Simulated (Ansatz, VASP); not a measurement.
## BaTiO3: VASP beside Ansatz

File INCAR:

```
SYSTEM = BaTiO3
PREC     = Accurate       ! precision mode
ENCUT    = 520            ! plane-wave cutoff, eV
EDIFF    = 1E-6           ! SCF threshold, eV
ISMEAR   = -1             ! smearing method
SIGMA    = 0.02           ! smearing width, eV
LREAL    = .FALSE.        ! projectors in reciprocal space
LASPH    = .TRUE.         ! aspherical terms in the spheres
NELM     = 80             ! most SCF steps
ALGO     = Normal         ! electronic algorithm
ISIF     = 2              ! what is computed and relaxed
LWAVE    = .FALSE.        ! write WAVECAR
LCHARG   = .FALSE.        ! write CHGCAR
GGA      = PE             ! functional
IBRION   = 2              ! ionic algorithm
NSW      = 80             ! ionic steps
EDIFFG   = -0.02          ! ionic threshold
```

The input KPOINTS:

```
Automatic mesh
0
G
  6 6 6
  0 0 0
```

The input POSCAR:

```
BaTiO3
1.0
    3.9998000000      0.0000000000      0.0000000000
    0.0000000000      3.9998000000      0.0000000000
    0.0000000000      0.0000000000      4.0180000000
Ba Ti O
1 1 3
Direct
    0.0000000000      0.0000000000      0.0000000000
    0.5000000000      0.5000000000      0.4900000000
    0.5000000000      0.5000000000      0.0190000000
    0.5000000000      0.0000000000      0.5170000000
    0.0000000000      0.5000000000      0.5170000000
```

Input for Ansatz:

```yaml
crystal:
  lattice:
    - [3.9998, 0.0, 0.0]
    - [0.0, 3.9998, 0.0]
    - [0.0, 0.0, 4.018]
  atoms:
    - { symbol: Ba, position: [0.0, 0.0, 0.0] }
    - { symbol: Ti, position: [0.5, 0.5, 0.49] }
    - { symbol: O, position: [0.5, 0.5, 0.019] }
    - { symbol: O, position: [0.5, 0.0, 0.517] }
    - { symbol: O, position: [0.0, 0.5, 0.517] }
kpoints:
  mp_grid: { grid: [6, 6, 6] }
scf:
  occupations: { method: fermi_dirac, width: 0.02 }
hamiltonian:
  xc: pbe
  pseudopotentials: { kind: paw }
output:
  forces: true
  stress: true
  populations: true
  efg:
    quadrupole_moments_barn: { Ba: 0.236, Ti: 0.247, O: -0.02558 }
    contact_densities: true
relax:
  f_tol: 0.02
  max_steps: 60
```

Alike in both runs: task relaxation of the atoms; functional PBE; k mesh 6 × 6 × 6; occupations fermi-dirac, width 0.02 eV; no spin polarisation.

|  | VASP | Ansatz |
| --- | --- | --- |
| version | VASP 6.6.1 | Ansatz 0.2.0 |
| potentials or method | VASP PAW PBE potentials, release 64 (Ba_sv, Ti_sv, O) | plane-wave PAW, scalar-relativistic |
| plane-wave cutoff (eV) | 520 | 420 |
| valence electrons in the cell | 40 | 40 |

```csv
,VASP,Ansatz,Ansatz less VASP
"gap on the k mesh at the Fermi level, each at its own relaxed structure (eV)",1.78,1.86,+0.074
```

Ansatz's warnings: stress scf threshold loose.

Spin-orbit coupling is off throughout.
